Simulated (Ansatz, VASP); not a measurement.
## One calculation of TiO2, two programs

```xyz
12
Lattice="6.2743 -1.9204 0.0000 6.2743 1.9204 0.0000 -1.9661 0.0000 6.4531" Properties=species:S:1:pos:R:3 pbc="T T T"
Ti   10.7252    0.0000    1.8688
Ti    1.8926    0.0000    1.8311
Ti   -0.1428    0.0000    4.5843
Ti    8.6898    0.0000    4.6220
O     3.9648    0.0000    1.8933
O     2.0235    0.0000    4.2106
O     8.9251    0.0000    6.4227
O     8.5589    0.0000    2.2425
O    10.5776    0.0000    4.0656
O     1.6573    0.0000    0.0304
O     6.6175    0.0000    4.5598
O     0.0048    0.0000    2.3875
```

Alike in both runs: task single point; functional revPBE; dispersion D4; k mesh 8 × 8 × 4; occupations fermi-dirac, width 0.05 eV; no spin polarisation.

|  | VASP | Ansatz |
| --- | --- | --- |
| version | VASP 6.6.1 | Ansatz 0.2.0 |
| potentials or method | VASP PAW PBE potentials, release 64 (Ti_sv, O) | Ansatz PAW |
| plane-wave cutoff (eV) | 520 | 420 |
| valence electrons in the cell | 96 | 96 |

```tsv
	VASP	Ansatz	Ansatz less VASP
gap on the k mesh at the Fermi level (eV)	2.55	2.57	+0.019
least direct gap on the mesh (eV)	2.70	2.72	+0.018
pressure (GPa)	-13.2	-13.7	-0.47
traceless stress, the component that is largest in VASP (GPa)	-0.33	-0.38	-0.049
rms of the force components (eV/Å)	0.199	0.215	+0.0163
```

VASP's potentials were made for PBE, not for revPBE. Atom by atom the forces differ by 0.017 eV/Å (rms over components).
